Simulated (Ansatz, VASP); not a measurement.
**One calculation of TlCl, two programs**

```
CELL_PARAMETERS angstrom
3.97635 0.00000 0.00000
0.00000 3.97635 0.00000
0.00000 0.00000 3.97635
ATOMIC_POSITIONS crystal
Tl 0.00000 0.00000 0.00000
Cl 0.50000 0.50000 0.50000
```

Alike in both runs: task single point; functional PBE; k mesh 6 × 6 × 6; no spin polarisation.

```csv
,VASP,Ansatz
version,VASP 6.6.1,Ansatz 0.2.0
potentials or method,"VASP PAW PBE potentials, release 64 (Tl_d, Cl)","plane waves, PAW"
plane-wave cutoff (eV),500,420
occupations,"gaussian, width 0.01 eV",fixed
valence electrons in the cell,20,20
```

```csv
,VASP,Ansatz,Ansatz less VASP
gap on the k mesh at the Fermi level (eV),2.33,2.32,-0.006
pressure (GPa),-1.2,-1.1,+0.07
```

Neither program's run includes spin-orbit coupling.
